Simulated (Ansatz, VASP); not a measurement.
This is a calculation of Mg3Ti for Ansatz 0.2.0.

File input.yaml:

```yaml
crystal:
  lattice:
    - [-2.20097, 2.20097, 4.377573]
    - [2.20097, -2.20097, 4.377573]
    - [2.20097, 2.20097, -4.377573]
  atoms:
    - { symbol: Ti, position: [0.0, 0.0, 0.0] }
    - { symbol: Mg, position: [0.75, 0.25, 0.5] }
    - { symbol: Mg, position: [0.25, 0.75, 0.5] }
    - { symbol: Mg, position: [0.5, 0.5, 0.0] }
hamiltonian:
  xc: pbe
  pseudopotentials: { kind: paw }
kpoints:
  mp_grid: { grid: [9, 9, 9] }
scf:
  occupations: { method: fermi_dirac, width: 0.05 }
output:
  forces: true
  stress: true
  eigenvalues: true
```

Potentials or basis: Ansatz PAW.

Run with:

```sh
$ ansatz run input.yaml --threads 2 --pin off --max-ram 5120MiB --backend cpu --events-out ev --progress --plain --runs-dir out
```

Task: Translate it to VASP 6.6.1. Potentials there: VASP PAW PBE potentials, release 64 (Ti_sv, Mg).

Result: As run (the cutoff follows the program's own potentials):

File INCAR:

```
PREC     = Accurate       # precision mode
ENCUT    = 520            # plane-wave cutoff, eV
EDIFF    = 1E-6           # SCF threshold, eV
ISMEAR   = -1             # smearing method
SIGMA    = 0.05           # smearing width, eV
LREAL    = False          # projectors in reciprocal space
LASPH    = True           # aspherical terms in the spheres
NELM     = 60             # most SCF steps
ALGO     = Fast           # electronic algorithm
ISIF     = 2              # what is computed and relaxed
LWAVE    = False          # write WAVECAR
LCHARG   = True           # write CHGCAR
GGA      = PE             # functional
LELF     = True           # ELF
LVHAR    = True         
NBANDS   = 17             # bands
```

The input KPOINTS:

```
Automatic mesh
0
Gamma
  9 9 9
```

POSCAR

```
Mg3Ti
1.0
   -2.2009700000      2.2009700000      4.3775730000
    2.2009700000     -2.2009700000      4.3775730000
    2.2009700000      2.2009700000     -4.3775730000
Ti Mg
1 3
Direct
    0.0000000000      0.0000000000      0.0000000000
    0.7500000000      0.2500000000      0.5000000000
    0.2500000000      0.7500000000      0.5000000000
    0.5000000000      0.5000000000      0.0000000000
```

Potentials or basis: VASP PAW PBE potentials, release 64 (Ti_sv, Mg).

Command:

```console
$ cat potpaw_PBE.64/Ti_sv/POTCAR potpaw_PBE.64/Mg/POTCAR > POTCAR
$ mpirun -np 1 vasp_std > vasp.out
```

Both were run:

|  | VASP | Ansatz | Ansatz less VASP |
| --- | --- | --- | --- |
| gap on the k mesh at the Fermi level (eV) | none | none | - |
| pressure (GPa) | -0.7 | -0.6 | +0.10 |
| traceless stress, the component that is largest in VASP (GPa) | -0.60 | -0.59 | +0.013 |

A gap of «none» marks a metal or a gap that the smearing closes. The functional is the same, so the differences come from potentials, cutoffs and numerics. VASP's potentials hold 18 valence electrons a cell and Ansatz's 42, so a difference there can come from the potentials and not from the codes.
